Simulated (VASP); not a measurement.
Set up this calculation in VASP 6.6.1, as the native input.

| Property | Result |
| --- | --- |
| Task | relaxation of cell and atoms |
| Functional | PBE |
| Potentials or basis | VASP PAW PBE potentials, release 64 (Al, O_h) |
| Cutoff | 910 eV |
| k mesh | 6 × 6 × 2 |
| Occupations | gaussian, width 0.2 eV |
| Spin | no spin polarisation |
| Dipole correction | no |
| Second run | hard_potentials |
| Further INCAR settings | ALGO = Normal; EDIFF = 1e-07; IBRION = 2; EDIFFG = -0.08; NSW = 36; ISIF = 3 |

The structure of Al2O5 lies in POSCAR:

```
Al2O5
1.0
    3.0000000000      0.0000000000      0.0000000000
   -1.5000000000      2.5980762100      0.0000000000
    0.0000000000      0.0000000000      9.3000000000
Al O
2 5
Direct
    0.3333333300      0.6666666700      0.1000000000
    0.6666666700      0.3333333300      0.9000000000
    0.0000000000      0.0000000000      0.4330000000
    0.0000000000      0.0000000000      0.5670000000
    0.6666666700      0.3333333300      0.1950000000
    0.3333333300      0.6666666700      0.8050000000
    0.0000000000      0.0000000000      0.0000000000
```

One way to write it, as run:

INCAR

```
SYSTEM = Al2O5
PREC     = Accurate       ! precision mode
ENCUT    = 910            ! plane-wave cutoff, eV
EDIFF    = 1E-7           ! SCF threshold, eV
ISMEAR   = 0              ! smearing method
SIGMA    = 0.2            ! smearing width, eV
LREAL    = .False.        ! projectors in reciprocal space
LASPH    = .True.         ! aspherical terms in the spheres
NELM     = 120            ! most SCF steps
ALGO     = Normal         ! electronic algorithm
ISIF     = 3              ! what is computed and relaxed
LWAVE    = .False.        ! write WAVECAR
LCHARG   = .False.        ! write CHGCAR
GGA      = PE             ! functional
IBRION   = 2              ! ionic algorithm
NSW      = 36             ! ionic steps
EDIFFG   = -0.08          ! ionic threshold
GGA_COMPAT= .False.      
NELMIN   = 4
```

KPOINTS

```
Automatic mesh
0
Gamma
  6 6 2
  0 0 0
```

Potentials or basis: VASP PAW PBE potentials, release 64 (Al, O_h).

Launch:

```bash
$ cat potpaw_PBE.64/Al/POTCAR potpaw_PBE.64/O_h/POTCAR > POTCAR
$ mpirun -np 1 vasp_std > vasp.out
```

It gave:

```yaml
Relaxed_volume: 10.58 Å³/atom
Relaxed_cell: a = 2.869 Å, b = 2.869 Å, c = 10.389 Å, α = 90.00°, β = 90.00°, γ = 120.00°
Space_group_after_relaxing_to_0.05_Å: P-3m1 (No. 164)
Energy_gained_by_relaxing: 518.1 meV/atom
Ionic_steps: 15
Pressure_after_relaxing: 0.1 GPa
Largest_force_after_relaxing: 0.060 eV/Å
Band_gap_on_the_k_mesh: zero (band 18 reaches 5.40 eV, above the bottom of band 19 at 4.24 eV)
```

Caveat: the k points lie up to 0.42 Å⁻¹ apart in the final cell; the cutoff is under 1.25 times the usual one of these potentials, so pressure, stress and relaxed cells hold a basis-set (Pulay) error; the relaxation stopped at a loose force limit of 0.08 eV/Å, so its end isn't a converged minimum.

Wall time 9 min on 1 thread of AMD EPYC 7R13 Processor (Zen 3), with other jobs on the host, peak memory 0.27 GiB.
